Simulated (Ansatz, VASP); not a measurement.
One calculation of Si, two programs

```
CELL_PARAMETERS angstrom
-3.37960 -1.95392 -0.09510
-0.11203 -0.00059 4.11619
-3.38451 5.85100 -0.09251
ATOMIC_POSITIONS crystal
Si 0.91657 0.66704 0.58331
Si 0.41669 0.66641 0.08327
Si 0.66766 0.33304 0.83351
Si 0.16585 0.33326 0.33314
Si 0.16747 0.00014 0.83329
Si 0.66576 0.00011 0.33348
```

Change from the starting cell: cell x2, atoms moved at random (sigma 0.15 Å) and cell strained at random (1.5 %), then relaxed without symmetry.

Alike in both runs: functional PBE; k mesh 6 × 6 × 4; occupations gaussian, width 0.2 eV; no spin polarisation.

Ansatz relaxed the structure, and its values are those at the end. VASP's run is a single point on that final structure, the one shown.

|  | VASP | Ansatz |
| --- | --- | --- |
| version | VASP 6.6.1 | Ansatz 0.2.0 |
| potentials or method | VASP PAW PBE potentials, release 64 (Si), cutoff 520 eV | scalar-relativistic, plane waves, PAW |
| valence electrons in the cell | 24 | 24 |

Ansatz gave:

* pressure (GPa): 0.0
* rms of the force components (eV/Å): 0.003

Task: What did VASP give for the same quantities?

Result: Pressure (GPa): -0.1; rms of the force components (eV/Å): 0.003.
